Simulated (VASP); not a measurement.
# Ga (Pm-3m) in VASP: single point with PBEsol

Aim: the single point of Ga with PBEsol.

All numbers are computed with VASP 6.6.1; they aren't measurements. Logs are shortened: lines on timing, memory, paths and dates and some standing lists are left out, and cuts for length are marked.

### Step 1. The cell of the first run

Symmetry: Pm-3m, No. 221, cubic system. The conventional cell has a = 4.854 Å, b = 4.854 Å, c = 4.854 Å, α = 90.00°, β = 90.00°, γ = 90.00°.

### Step 2. Single point, PBEsol

Contents of INCAR:

```
PREC = Accurate ; ENCUT = 500
EDIFF = 1E-6 ; ISMEAR = 1
SIGMA = 0.1 ; LREAL = F
LASPH = T ; NELM = 120
ALGO = Normal ; ISIF = 2
LWAVE = F ; LCHARG = T
GGA = PS ; LELF = T
LVHAR = T ; NBANDS = 12
GGA_COMPAT = F
```

Contents of KPOINTS:

```
Automatic mesh
0
Gamma
  5 5 5
```

Contents of POSCAR:

```
Ga
1.0
    4.8542860000      0.0000000000      0.0000000000
    0.0000000000      4.8542860000      0.0000000000
    0.0000000000      0.0000000000      4.8542860000
Ga
1
Direct
    0.0000000000      0.0000000000      0.0000000000
```

Potentials or basis: VASP PAW PBE potentials, release 64 (Ga_d).

Command:

```
$ cat potpaw_PBE.64/Ga_d/POTCAR > POTCAR
$ mpirun -np 1 vasp_std > vasp.out
```

OUTCAR:

```text
PREC = Accurate
   ENCUT = 500
   EDIFF = 1E-6
   ISMEAR = 1
   LREAL = F
   LASPH = T
   NELM = 120
   ISIF = 2
   GGA = PS

 ion  position               nearest neighbor table
   1  0.000  0.000  0.000-

  LATTYP: Found a simple cubic cell.
 ALAT       =     4.8542860000

  Lattice vectors:

 A1 = (   4.8542860000,   0.0000000000,   0.0000000000)
 A2 = (   0.0000000000,   4.8542860000,   0.0000000000)
 A3 = (   0.0000000000,   0.0000000000,   4.8542860000)

Analysis of symmetry for initial positions (statically):
=====================================================================
 Subroutine PRICEL returns:
 Original cell was already a primitive cell.

 Routine SETGRP: Setting up the symmetry group for a
 simple cubic supercell.

 Subroutine GETGRP returns: Found 48 space group operations
 (whereof 48 operations were pure point group operations)
 out of a pool of 48 trial point group operations.

The static configuration has the point symmetry O_h .

Analysis of symmetry for dynamics (positions and initial velocities):
=====================================================================
 Subroutine PRICEL returns:
 Original cell was already a primitive cell.

 Routine SETGRP: Setting up the symmetry group for a
 simple cubic supercell.

 Subroutine GETGRP returns: Found 48 space group operations
 (whereof 48 operations were pure point group operations)
 out of a pool of 48 trial point group operations.

The dynamic configuration has the point symmetry O_h .

 Subroutine INISYM returns: Found 48 space group operations
 (whereof 48 operations are pure point group operations),
 and found     1 'primitive' translations

----------------------------------------------------------------------------------------

                                     Primitive cell

  volume of cell :     114.3868

  direct lattice vectors                    reciprocal lattice vectors
     4.854286000  0.000000000  0.000000000     0.206003519  0.000000000  0.000000000
     0.000000000  4.854286000  0.000000000     0.000000000  0.206003519  0.000000000
     0.000000000  0.000000000  4.854286000     0.000000000  0.000000000  0.206003519

  length of vectors
     4.854286000  4.854286000  4.854286000     0.206003519  0.206003519  0.206003519

  position of ions in fractional coordinates (direct lattice)
     0.000000000  0.000000000  0.000000000

  ion indices of the primitive-cell ions
   primitive index   ion index
                 1           1

----------------------------------------------------------------------------------------

 KPOINTS: Automatic mesh

Automatic generation of k-mesh.
 Grid dimensions read from file:
 generate k-points for:    5    5    5

 Generating k-lattice:

  Cartesian coordinates                     Fractional coordinates (reciprocal lattice)
     0.041200704  0.000000000  0.000000000     0.200000000  0.000000000  0.000000000
     0.000000000  0.041200704  0.000000000     0.000000000  0.200000000  0.000000000
     0.000000000  0.000000000  0.041200704     0.000000000  0.000000000  0.200000000

  Length of vectors
     0.041200704  0.041200704  0.041200704

  Shift w.r.t. Gamma in fractional coordinates (k-lattice)
     0.000000000  0.000000000  0.000000000

 Subroutine IBZKPT returns following result:
 ===========================================

 Found     10 irreducible k-points:

 Following reciprocal coordinates:
            Coordinates               Weight
  0.000000  0.000000  0.000000      1.000000
  0.200000  0.000000  0.000000      6.000000
  0.400000  0.000000  0.000000      6.000000
  0.200000  0.200000  0.000000     12.000000
  0.400000  0.200000  0.000000     24.000000
  0.400000  0.400000  0.000000     12.000000
  0.200000  0.200000  0.200000      8.000000
  0.400000  0.200000  0.200000     24.000000
  0.400000  0.400000  0.200000     24.000000
  0.400000  0.400000  0.400000      8.000000
   k-points           NKPTS =     10   k-points in BZ     NKDIM =     10   number of bands    NBANDS=     12
   number of dos      NEDOS =    301   number of ions     NIONS =      1
   total plane-waves  NPLWV =  46656
   dimension x,y,z NGX =    36 NGY =   36 NGZ =   36
   dimension x,y,z NGXF=    72 NGYF=   72 NGZF=   72
   ions per type =               1
   NGX,Y,Z   is equivalent  to a cutoff of  12.33, 12.33, 12.33 a.u.
   NGXF,Y,Z  is equivalent  to a cutoff of  24.66, 24.66, 24.66 a.u.
 SYSTEM =  unknown system
   PREC   = accura    normal or accurate (medium, high low for compatibility)
   ISTART =      0    job   : 0-new  1-cont  2-samecut
   ICHARG =      2    charge: 1-file 2-atom 10-const
   ISPIN  =      1    spin polarized calculation?
   LNONCOLLINEAR =      F non collinear calculations
   LSORBIT =      F    spin-orbit coupling
   LASPH  =      T    aspherical Exc in radial PAW
   ENCUT  =  500.0 eV  36.75 Ry    6.06 a.u.   8.85  8.85  8.85*2*pi/ulx,y,z
   NELM   =    120;   NELMIN=  2; NELMDL= -5     # of ELM steps
   EDIFF  = 0.1E-05   stopping-criterion for ELM
   LREAL  =      F    real-space projection
   EDIFFG = 0.1E-04   stopping-criterion for IOM
   NSW    =      0    number of steps for IOM
   IBRION =     -1    ionic relax: 0-MD 1-quasi-New 2-CG
   NFREE  =      0    steps in history (QN), initial steepest desc. (CG)
   ISIF   =      2    stress and relaxation
   ISYM   =      2    0-nonsym 1-usesym 2-fastsym
   POTIM  = 0.5000    time-step for ionic-motion
   TEBEG  =    0.0;   TEEND  =   0.0 temperature during run
   PSTRESS=    0.0 pullay stress
   NELECT =      13.0000    total number of electrons
   NUPDOWN=      -1.0000    fix difference up-down
   EMIN   =  10.00;   EMAX   =-10.00  energy-range for DOS
   EFERMI =   0.00;   METHOD = LEGACY
   ISMEAR =     1;   SIGMA  =   0.10  broadening in eV -4-tet -1-fermi 0-gaus
   EFERMI_NEDOS =   21; number of points for ismear=-14 and -15
   IALGO  =     38    algorithm
   IMIX   =      4    mixing-type and parameters
     AMIX     =   0.40;   BMIX     =  1.00
     AMIX_MAG =   1.60;   BMIX_MAG =  1.00
  volume/ion in A,a.u.               =     114.39       771.92
  Fermi-wavevector in a.u.,A,eV,Ry     =   0.792983  1.498521  8.555645  0.628822
  Thomas-Fermi vector in A             =   1.898829
   LORBIT       =      0    0 simple, 1 ext, 2 COOP (PROOUT), +10 PAW based schemes
   GGA     = PS    functional components
   LHFCALC =     F    Hartree Fock is set to
   AEXX    =    0.0000 exact exchange contribution
   IVDW    =     0    specifies the selected vdW correction
   LEPSILON=     F    determine dielectric tensor
   LRPA    =     F    only Hartree local field effects (RPA)
 non-spin polarized calculation
 Methfessel and Paxton  Order N= 1 SIGMA  =   0.10
  energy-cutoff  :      500.00
  volume of cell :      114.39
 maximum number of plane-waves:      2945
 NGX is ok and might be reduce to    36
   NGX = 17   NGY = 17   NGZ = 17

 number of electron      13.0000019 magnetization

 Free energy of the ion-electron system (eV)
  ---------------------------------------------------
  ext. energy  EPLUGINS =         0.00000000
  ---------------------------------------------------
  free energy    TOTEN  =        -0.86391592 eV

  energy without entropy =       -0.86659264  energy(sigma->0) =       -0.86480816

 E-fermi :  -1.5947     XC(G=0):  -4.6316

 val. band max:       -1.6147852149   @ k =   0.4000   0.4000   0.0000
 cond. band min:      -1.5317443849   @ k =   0.4000   0.4000   0.0000
 fundamental gap:      0.0830408300
 Fermi energy:        -1.5947416808

 k-point     1 :       0.0000    0.0000    0.0000
  band No.  band energies     occupation
      1     -17.7143      2.00000
      2     -17.7143      2.00000
      3     -17.7121      2.00000
      4     -17.7121      2.00000
      5     -17.7121      2.00000
      6      -7.7150      2.00000
      7      -0.1064     -0.00000
      8      -0.1064     -0.00000
      9      -0.1064     -0.00000
     10       0.8678      0.00000
     11       3.5782      0.00000
     12       3.5782      0.00000

 k-point     2 :       0.2000    0.0000    0.0000
  band No.  band energies     occupation
      1     -17.7143      2.00000
      2     -17.7136      2.00000
      3     -17.7123      2.00000
      4     -17.7123      2.00000
      5     -17.7121      2.00000
      6      -7.6395      2.00000
      7      -1.1198     -0.00000
      8      -0.0219     -0.00000
      9      -0.0219     -0.00000
     10       1.5833      0.00000
     11       3.7906      0.00000
     12       4.3348      0.00000

 k-point     3 :       0.4000    0.0000    0.0000
  band No.  band energies     occupation
      1     -17.7143      2.00000
      2     -17.7126      2.00000
      3     -17.7126      2.00000
      4     -17.7125      2.00000
      5     -17.7121      2.00000
      6      -7.5056      2.00000
      7      -2.0226      2.00000
      8       0.1288     -0.00000
      9       0.1288     -0.00000
     10       2.3689      0.00000
     11       3.9715      0.00000
     12       4.3116      0.00000

 k-point     4 :       0.2000    0.2000    0.0000
  band No.  band energies     occupation
      1     -17.7139      2.00000
      2     -17.7132      2.00000
      3     -17.7125      2.00000
      4     -17.7123      2.00000
      5     -17.7123      2.00000
      6      -7.5662      2.00000
      7      -1.1300     -0.00000
      8      -0.8041     -0.00000
      9       0.0592     -0.00000
     10       2.2222      0.00000
     11       4.0058      0.00000
     12       4.7840      0.00000

 k-point     5 :       0.4000    0.2000    0.0000
  band No.  band energies     occupation
      1     -17.7138      2.00000
      2     -17.7127      2.00000
      3     -17.7125      2.00000
      4     -17.7122      2.00000
      5     -17.7122      2.00000
      6      -7.4365      2.00000
      7      -1.8772      2.00048
      8      -0.7059     -0.00000
      9       0.2033     -0.00000
     10       2.7675      0.00000
     11       3.3808      0.00000
     12       5.0479      0.00000

 k-point     6 :       0.4000    0.4000    0.0000
  band No.  band energies     occupation
      1     -17.7133      2.00000
      2     -17.7130      2.00000
      3     -17.7125      2.00000
      4     -17.7125      2.00000
      5     -17.7115      2.00000
      6      -7.3150      2.00000
      7      -1.6148      1.33181
      8      -1.5317      0.13398
      9       0.3342     -0.00000
     10       1.8900      0.00000
     11       3.9341      0.00000
     12       5.5288      0.00000

 k-point     7 :       0.2000    0.2000    0.2000
  band No.  band energies     occupation
      1     -17.7132      2.00000
      2     -17.7132      2.00000
      3     -17.7124      2.00000
      4     -17.7124      2.00000
      5     -17.7124      2.00000
      6      -7.4948      2.00000
      7      -1.1048     -0.00000
      8      -0.6944     -0.00000
      9      -0.6944     -0.00000
     10       2.7414      0.00000
     11       4.6291      0.00000
     12       4.6291      0.00000

 k-point     8 :       0.4000    0.2000    0.2000
  band No.  band energies     occupation
      1     -17.7132      2.00000
      2     -17.7127      2.00000
      3     -17.7127      2.00000
      4     -17.7124      2.00000
      5     -17.7121      2.00000
      6      -7.3691      2.00000
      7      -1.7368      2.06198
      8      -0.6902     -0.00000
      9      -0.4897     -0.00000
     10       2.7883      0.00000
     11       3.9545      0.00000
     12       4.1172      0.00000

 k-point     9 :       0.4000    0.4000    0.2000
  band No.  band energies     occupation
      1     -17.7130      2.00000
      2     -17.7127      2.00000
      3     -17.7127      2.00000
      4     -17.7126      2.00000
      5     -17.7115      2.00000
      6      -7.2509      2.00000
      7      -1.4865     -0.06342
      8      -1.4075     -0.02359
      9      -0.3849     -0.00000
     10       2.1009      0.00000
     11       3.8873      0.00000
     12       4.1244      0.00000

 k-point    10 :       0.4000    0.4000    0.4000
  band No.  band energies     occupation
      1     -17.7130      2.00000
      2     -17.7130      2.00000
      3     -17.7130      2.00000
      4     -17.7115      2.00000
      5     -17.7115      2.00000
      6      -7.1392      2.00000
      7      -1.2554     -0.00002
      8      -1.1691     -0.00000
      9      -1.1691     -0.00000
     10       2.4900      0.00000
     11       2.9937      0.00000
     12       2.9937      0.00000

------------------------ aborting loop because EDIFF is reached ----------------------------------------

  FORCE on cell =-STRESS in cart. coord.  units (eV):
  Direction    XX          YY          ZZ          XY          YZ          ZX
  --------------------------------------------------------------------------------------
  -------------------------------------------------------------------------------------
  Total       -1.0301974     -1.0301974     -1.0301974      0.0000000     -0.0000000     -0.0000000
  in kB      -14.4296215    -14.4296215    -14.4296215      0.0000000     -0.0000000     -0.0000000
  external PRESSURE =     -14.4296215 kB  Pullay stress =       0.0000000 kB

 VOLUME and BASIS-vectors are now :
 -----------------------------------------------------------------------------
  energy-cutoff  :      500.00
  volume of cell :      114.39
      direct lattice vectors                 reciprocal lattice vectors
     4.854286000  0.000000000  0.000000000     0.206003519  0.000000000  0.000000000
     0.000000000  4.854286000  0.000000000     0.000000000  0.206003519  0.000000000
     0.000000000  0.000000000  4.854286000     0.000000000  0.000000000  0.206003519

 POSITION                                       TOTAL-FORCE (eV/Angst)
 -----------------------------------------------------------------------------------
      0.00000      0.00000      0.00000         0.000000      0.000000      0.000000
 -----------------------------------------------------------------------------------
    total drift:                                0.000000     -0.000000     -0.000000

  FREE ENERGIE OF THE ION-ELECTRON SYSTEM (eV)
  ---------------------------------------------------
  free  energy   TOTEN  =        -0.8639159244 eV

  energy  without entropy=       -0.8665926443  energy(sigma->0) =       -0.86480816
```

Wall time 14 s (1 thread of Intel Xeon 8259CL, shared host); peak memory 0.2 GiB.

What came out:

```
Free energy : -0.8639 eV
Pressure    : -1.4 GPa
```

Caveat: the PAW data sets were made with another functional, which shifts forces and pressure a little.
